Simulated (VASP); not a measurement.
# Bi (R-3m) in VASP: a series of runs

The runs below take Bi through single point, with LDA.

Everything below comes from runs of VASP 6.6.1. Logs are shortened: lines on timing, memory, paths and dates and some standing lists are left out, and cuts for length are marked.

**1. The cell of the first run**

Symmetry: R-3m, No. 166, trigonal system. The conventional cell has a = 5.916 Å, b = 5.916 Å, c = 3.080 Å, α = 90.00°, β = 90.00°, γ = 120.00°. Within 4.1 Å of Bi (site symmetry -3m) lie 14 Bi at 3.08 to 3.99 Å.

**2. Single point, LDA**

File INCAR:

```
ALGO = Fast
EDIFF = 1E-6
ENCUT = 520
ISIF = 2
ISMEAR = 0
LASPH = T
LCHARG = F
LREAL = F
LWAVE = F
NBANDS = 14
NELM = 100
PREC = Accurate
SIGMA = 0.15
```

File KPOINTS:

```
k-points
0
Gamma
  18 18 18
```

File POSCAR:

```
Bi
1.0
   -2.1963177659      1.9871446453      1.9871446453
    1.9871446453     -2.1963177659      1.9871446453
    1.9871446453      1.9871446453     -2.1963177659
Bi
1
Direct
    0.0000000000      0.0000000000      0.0000000000
```

Potentials or basis: VASP PAW LDA potentials, release 64 (Bi_d).

Run with:

```bash
cat potpaw_LDA.64/Bi_d/POTCAR > POTCAR
mpirun -np 1 vasp_std > vasp.out
```

OUTCAR:

```text
EDIFF = 1E-6
   ENCUT = 520
   ISIF = 2
   ISMEAR = 0
   LASPH = T
   LREAL = F
   NELM = 100
   PREC = Accurate

 ion  position               nearest neighbor table
   1  0.000  0.000  0.000-

  LATTYP: Found a trigonal (rhomboedric) cell.
 ALAT       =     3.5666930638
 COS(alpha) =    -0.3757523646

  Lattice vectors:

 A1 = (  -2.1963177659,   1.9871446453,   1.9871446453)
 A2 = (   1.9871446453,  -2.1963177659,   1.9871446453)
 A3 = (   1.9871446453,   1.9871446453,  -2.1963177659)

Analysis of symmetry for initial positions (statically):
=====================================================================
 Subroutine PRICEL returns:
 Original cell was already a primitive cell.

 Routine SETGRP: Setting up the symmetry group for a
 trigonal (rhombohedral) supercell.

 Subroutine GETGRP returns: Found 12 space group operations
 (whereof 12 operations were pure point group operations)
 out of a pool of 12 trial point group operations.

The static configuration has the point symmetry D_3d.

Analysis of symmetry for dynamics (positions and initial velocities):
=====================================================================
 Subroutine PRICEL returns:
 Original cell was already a primitive cell.

 Routine SETGRP: Setting up the symmetry group for a
 trigonal (rhombohedral) supercell.

 Subroutine GETGRP returns: Found 12 space group operations
 (whereof 12 operations were pure point group operations)
 out of a pool of 12 trial point group operations.

The dynamic configuration has the point symmetry D_3d.

 Subroutine INISYM returns: Found 12 space group operations
 (whereof 12 operations are pure point group operations),
 and found     1 'primitive' translations

----------------------------------------------------------------------------------------

                                     Primitive cell

  volume of cell :      31.1169

  direct lattice vectors                    reciprocal lattice vectors
    -2.196317766  1.987144645  1.987144645     0.028121935  0.267158384  0.267158384
     1.987144645 -2.196317766  1.987144645     0.267158384  0.028121935  0.267158384
     1.987144645  1.987144645 -2.196317766     0.267158384  0.267158384  0.028121935

  length of vectors
     3.566693064  3.566693064  3.566693064     0.378864155  0.378864155  0.378864155

  position of ions in fractional coordinates (direct lattice)
     0.000000000  0.000000000  0.000000000

  ion indices of the primitive-cell ions
   primitive index   ion index
                 1           1

----------------------------------------------------------------------------------------

 KPOINTS: k-points

Automatic generation of k-mesh.
 Grid dimensions read from file:
 generate k-points for:   18   18   18

 Generating k-lattice:

  Cartesian coordinates                     Fractional coordinates (reciprocal lattice)
     0.001562330  0.014842132  0.014842132     0.055555556  0.000000000  0.000000000
     0.014842132  0.001562330  0.014842132     0.000000000  0.055555556  0.000000000
     0.014842132  0.014842132  0.001562330    -0.000000000 -0.000000000  0.055555556

  Length of vectors
     0.021048009  0.021048009  0.021048009

  Shift w.r.t. Gamma in fractional coordinates (k-lattice)
     0.000000000  0.000000000  0.000000000

 Subroutine IBZKPT returns following result:
 ===========================================

 Found    580 irreducible k-points:

 Following reciprocal coordinates:
            Coordinates               Weight
  0.000000  0.000000  0.000000      1.000000
  0.055556  0.000000  0.000000      6.000000
  0.111111  0.000000  0.000000      6.000000
  0.166667  0.000000  0.000000      6.000000
  0.222222  0.000000  0.000000      6.000000
  0.277778  0.000000  0.000000      6.000000
[... 16 lines left out ...]
 -0.277778  0.055556  0.000000     12.000000
 -0.222222  0.055556 -0.000000     12.000000
 [... further k-points ...]
   k-points           NKPTS =    580   k-points in BZ     NKDIM =    580   number of bands    NBANDS=     14
   number of dos      NEDOS =    301   number of ions     NIONS =      1
   total plane-waves  NPLWV =  21952
   dimension x,y,z NGX =    28 NGY =   28 NGZ =   28
   dimension x,y,z NGXF=    56 NGYF=   56 NGZF=   56
   ions per type =               1
   NGX,Y,Z   is equivalent  to a cutoff of  13.05, 13.05, 13.05 a.u.
   NGXF,Y,Z  is equivalent  to a cutoff of  26.10, 26.10, 26.10 a.u.
 SYSTEM =  unknown system
   PREC   = accura    normal or accurate (medium, high low for compatibility)
   ISTART =      0    job   : 0-new  1-cont  2-samecut
   ICHARG =      2    charge: 1-file 2-atom 10-const
   ISPIN  =      1    spin polarized calculation?
   LNONCOLLINEAR =      F non collinear calculations
   LSORBIT =      F    spin-orbit coupling
   LASPH  =      T    aspherical Exc in radial PAW
   ENCUT  =  520.0 eV  38.22 Ry    6.18 a.u.   6.63  6.63  6.63*2*pi/ulx,y,z
   NELM   =    100;   NELMIN=  2; NELMDL= -5     # of ELM steps
   EDIFF  = 0.1E-05   stopping-criterion for ELM
   LREAL  =      F    real-space projection
   EDIFFG = 0.1E-04   stopping-criterion for IOM
   NSW    =      0    number of steps for IOM
   IBRION =     -1    ionic relax: 0-MD 1-quasi-New 2-CG
   NFREE  =      0    steps in history (QN), initial steepest desc. (CG)
   ISIF   =      2    stress and relaxation
   ISYM   =      2    0-nonsym 1-usesym 2-fastsym
   POTIM  = 0.5000    time-step for ionic-motion
   TEBEG  =    0.0;   TEEND  =   0.0 temperature during run
   PSTRESS=    0.0 pullay stress
   NELECT =      15.0000    total number of electrons
   NUPDOWN=      -1.0000    fix difference up-down
   EMIN   =  10.00;   EMAX   =-10.00  energy-range for DOS
   EFERMI =   0.00;   METHOD = LEGACY
   ISMEAR =     0;   SIGMA  =   0.15  broadening in eV -4-tet -1-fermi 0-gaus
   EFERMI_NEDOS =   21; number of points for ismear=-14 and -15
   IALGO  =     68    algorithm
   IMIX   =      4    mixing-type and parameters
     AMIX     =   0.40;   BMIX     =  1.00
     AMIX_MAG =   1.60;   BMIX_MAG =  1.00
  volume/ion in A,a.u.               =      31.12       209.99
  Fermi-wavevector in a.u.,A,eV,Ry     =   1.283630  2.425708 22.418388  1.647705
  Thomas-Fermi vector in A             =   2.415871
   LORBIT       =      0    0 simple, 1 ext, 2 COOP (PROOUT), +10 PAW based schemes
   GGA     = CA    functional components
   LHFCALC =     F    Hartree Fock is set to
   AEXX    =    0.0000 exact exchange contribution
   IVDW    =     0    specifies the selected vdW correction
   LEPSILON=     F    determine dielectric tensor
   LRPA    =     F    only Hartree local field effects (RPA)
 non-spin polarized calculation
 RMM-DIIS sequential band-by-band and
 Gauss-broadening in eV      SIGMA  =   0.15
  energy-cutoff  :      520.00
  volume of cell :       31.12
 maximum number of plane-waves:       850
   NGX = 13   NGY = 13   NGZ = 13

 number of electron      15.0000000 magnetization

 Free energy of the ion-electron system (eV)
  ---------------------------------------------------
  ext. energy  EPLUGINS =         0.00000000
  ---------------------------------------------------
  free energy    TOTEN  =        -4.34493968 eV

  energy without entropy =       -4.33716801  energy(sigma->0) =       -4.34105385

 E-fermi :   7.6477     XC(G=0): -10.5123

 val. band max:        7.6351097738   @ k =  -0.3889   0.3889   0.2222
 cond. band min:       7.6501923833   @ k =  -0.3333   0.3333   0.2778
 fundamental gap:      0.0150826095
 Fermi energy:         7.6477487203

 k-point     1 :       0.0000    0.0000    0.0000
  band No.  band energies     occupation
      1     -15.5249      2.00000
      2     -15.2779      2.00000
      3     -15.2779      2.00000
      4     -15.1673      2.00000
      5     -15.1673      2.00000
      6      -5.9717      2.00000
      7      11.3520      0.00000
      8      11.3520      0.00000
      9      14.8028      0.00000
     10      15.4756      0.00000
     11      17.1582      0.00000
     12      18.1655      0.00000
     13      18.1655      0.00000
     14      19.5814      0.00000

 k-point     2 :       0.0556    0.0000    0.0000
  band No.  band energies     occupation
      1     -15.5108      2.00000
      2     -15.2786      2.00000
      3     -15.2753      2.00000
      4     -15.1719      2.00000
      5     -15.1706      2.00000
      6      -5.9060      2.00000
      7      11.1572      0.00000
      8      11.3529      0.00000
      9      14.1267      0.00000
     10      15.7526      0.00000
     11      16.9200      0.00000
     12      18.2738      0.00000
     13      18.5470      0.00000
     14      18.8429      0.00000

 k-point     3 :       0.1111    0.0000    0.0000
  band No.  band energies     occupation
      1     -15.4702      2.00000
      2     -15.2809      2.00000
      3     -15.2679      2.00000
      4     -15.1850      2.00000
      5     -15.1798      2.00000
      6      -5.7092      2.00000
      7      10.6432      0.00000
      8      11.3488      0.00000
      9      12.7517      0.00000
     10      16.1961      0.00000
     11      16.6071      0.00000
     12      17.7506      0.00000
     13      18.4493      0.00000
     14      18.6340      0.00000

 k-point     4 :       0.1667    0.0000    0.0000
  band No.  band energies     occupation
      1     -15.4085      2.00000
      2     -15.2855      2.00000
      3     -15.2570      2.00000
      4     -15.2042      2.00000
      5     -15.1927      2.00000
      6      -5.3822      2.00000
      7       9.8249      0.00000
      8      11.3183      0.00000
      9      11.3241      0.00000
     10      16.1025      0.00000
     11      16.4212      0.00000
     12      17.3291      0.00000
     13      17.7734      0.00000
     14      19.3070      0.00000

 k-point     5 :       0.2222    0.0000    0.0000
  band No.  band energies     occupation
      1     -15.3362      2.00000
      2     -15.2934      2.00000
      3     -15.2466      2.00000
      4     -15.2211      2.00000
      5     -15.2063      2.00000
      6      -4.9287      2.00000
      7       8.5315      0.00000
      8      10.3129      0.00000
      9      11.2670      0.00000
     10      15.3266      0.00000
     11      16.2893      0.00000
[... 276 lines left out ...]
 k-point    22 :      -0.3333    0.0556    0.0000
  band No.  band energies     occupation
      1     -15.3059      2.00000
      2     -15.2930      2.00000
      3     -15.2328      2.00000
      4     -15.2171      2.00000
      5     -15.1944      2.00000
      6      -4.1041      2.00000
      7       6.3725      2.00000
      8       8.9691      0.00000
      9      10.6824      0.00000
     10      14.8990      0.00000
     11      16.2031      0.00000
     12      17.4073      0.00000
     13      18.8987      0.00000
     14      22.8373      0.00000

 k-point    23 :      -0.2778    0.0556    0.0000
  band No.  band energies     occupation
      1     -15.3388      2.00000
      2     -15.2951      2.00000
      3     -15.2333      2.00000
      4     -15.2180      2.00000
      5     -15.2049      2.00000
      6      -4.7061      2.00000
      7       7.7051      0.58863
      8       9.7117      0.00000
      9      10.7914      0.00000
     10      15.5534      0.00000
     11      16.1512      0.00000
     12      17.5993      0.00000
     13      18.4907      0.00000
     14      21.5438      0.00000

 k-point    24 :      -0.2222    0.0556   -0.0000
  band No.  band energies     occupation
      1     -15.4094      2.00000
      2     -15.2876      2.00000
      3     -15.2405      2.00000
      4     -15.2064      2.00000
      5     -15.1911      2.00000
      6      -5.1986      2.00000
      7       8.7199      0.00000
      8      10.8241      0.00000
      9      11.0503      0.00000
     10      15.8512      0.00000
     11      16.5030      0.00000
     12      17.7788      0.00000
     13      18.4740      0.00000
     14      20.3630      0.00000

 [... further k-points ...]
[... 5 lines left out ...]
  --------------------------------------------------------------------------------------
  -------------------------------------------------------------------------------------
  Total       -0.2553564     -0.2553564     -0.2553564      0.7843627      0.7843627      0.7843627
  in kB      -13.1480353    -13.1480353    -13.1480353     40.3860130     40.3860130     40.3860130
  external PRESSURE =     -13.1480353 kB  Pullay stress =       0.0000000 kB

 VOLUME and BASIS-vectors are now :
 -----------------------------------------------------------------------------
  energy-cutoff  :      520.00
  volume of cell :       31.12
      direct lattice vectors                 reciprocal lattice vectors
    -2.196317766  1.987144645  1.987144645     0.028121935  0.267158384  0.267158384
     1.987144645 -2.196317766  1.987144645     0.267158384  0.028121935  0.267158384
     1.987144645  1.987144645 -2.196317766     0.267158384  0.267158384  0.028121935

 POSITION                                       TOTAL-FORCE (eV/Angst)
 -----------------------------------------------------------------------------------
      0.00000      0.00000      0.00000         0.000000      0.000000     -0.000000
 -----------------------------------------------------------------------------------
    total drift:                               -0.000000     -0.000000     -0.000000

  FREE ENERGIE OF THE ION-ELECTRON SYSTEM (eV)
  ---------------------------------------------------
  free  energy   TOTEN  =        -4.3449396797 eV

  energy  without entropy=       -4.3371680113  energy(sigma->0) =       -4.34105385
```

Run time: 3.5 min. Hardware: 1 thread of Intel Xeon 6975P-C (Granite Rapids), shared host; peak memory 0.31 GiB.

What came out:

* Free energy: -4.3449 eV
* Pressure: -1.3 GPa

Stress tensor (GPa, compression positive):
```
-1.31  4.04  4.04
 4.04 -1.31  4.04
 4.04  4.04 -1.31
```

Caveat: spin-orbit coupling is left out, which moves the levels of the heavy elements.

**3. Single point, LDA**

This run uses another cell than the first one, of the same volume but with other edges.

File INCAR:

```
SYSTEM = Bi
PREC = Accurate ; ENCUT = 520
EDIFF = 1E-6 ; ISMEAR = 0
SIGMA = 0.15 ; LREAL = .FALSE.
LASPH = .TRUE. ; NELM = 100
ALGO = Fast ; ISIF = 2
LWAVE = .FALSE. ; LCHARG = .FALSE.
NBANDS = 14
```

File KPOINTS:

```
regular mesh
0
G
  18 18 18
  0 0 0
```

File POSCAR:

```
Bi
1.0
   -1.7402910179      1.9889040204      1.9889040204
    1.9889040204     -1.7402910179      1.9889040204
    1.9889040204      1.9889040204     -1.7402910179
Bi
1
Direct
    0.0000000000      0.0000000000      0.0000000000
```

Potentials or basis: VASP PAW LDA potentials, release 64 (Bi_d).

Run with:

```bash
cat potpaw_LDA.64/Bi_d/POTCAR > POTCAR
mpirun -np 1 vasp_std > vasp.out
```

Wall time 3.6 min (1 thread of Intel Xeon 6975P-C (Granite Rapids), shared host); peak memory 0.32 GiB.

The run converged. Its results:

* Free energy: -4.4168 eV
* Pressure: -1.9 GPa

Levels at points of the mesh, in eV from the Fermi level:
```tsv
k point	band 4	band 5	band 6	band 7	band 8	band 9	band 10	band 11	band 12	band 13
(0.00, 0.00, 0.00)	-22.72	-22.72	-13.51	3.74	5.20	5.20	8.33	10.23	10.23	11.29
(0.50, 0.00, 0.00)	-22.73	-22.67	-10.97	-5.18	2.64	4.04	7.09	8.28	13.90	14.90
(0.50, 0.50, 0.00)	-22.73	-22.61	-9.84	-4.77	-0.05	4.38	4.53	8.90	11.74	12.48
(0.50, 0.50, 0.50)	-22.62	-22.62	-8.11	-2.15	-2.15	-0.68	3.85	3.85	12.12	15.42
```

Caveat: spin-orbit coupling is left out, which moves the levels of the heavy elements.
